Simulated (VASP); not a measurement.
The system is KBr.

```xyz
2
Lattice="0.0000 3.3523 3.3523 3.3523 0.0000 3.3523 3.3523 3.3523 0.0000" Properties=species:S:1:pos:R:3 pbc="T T T"
K     0.0000    0.0000    0.0000
Br    3.3523    3.3523    3.3523
```

* Program: VASP 6.6.1
* Task: relaxation of cell and atoms
* Functional: PBEsol
* Potentials or basis: VASP PAW PBE potentials, release 64 (K_sv, Br)
* Cutoff: 600 eV
* k mesh: 6 × 6 × 6
* Occupations: fermi-dirac, width 0.02 eV
* Spin: no spin polarisation

At the start: pressure -0.9 GPa; volume 37.67 Å³/atom.

Q: How do energy, volume and symmetry change on relaxing?

A: Over 4 steps the energy falls by 6.9 meV/atom and the volume is 35.26 Å³/atom (-6.4 %); space group Fm-3m (No. 225, to 0.05 Å).

The path:
| step | energy change (eV) | largest force (eV/Å) | pressure (GPa) | volume (Å³) |
| --- | --- | --- | --- | --- |
| 1 | 0.0000 | 0.0000 | -0.86 | 75.35 |
| 2 | -0.0094 | 0.0000 | -0.51 | 73.16 |
| 3 | -0.0138 | 0.0000 | -0.05 | 70.76 |
| 4 | -0.0138 | 0.0000 | 0.01 | 70.52 |

Final structure:
```
CELL_PARAMETERS angstrom
0.00000 3.27908 3.27908
3.27908 0.00000 3.27908
3.27908 3.27908 0.00000
ATOMIC_POSITIONS crystal
K 0.00000 0.00000 0.00000
Br 0.50000 0.50000 0.50000
```

Caveat: the PAW data sets were made with another functional, which shifts forces and pressure a little.
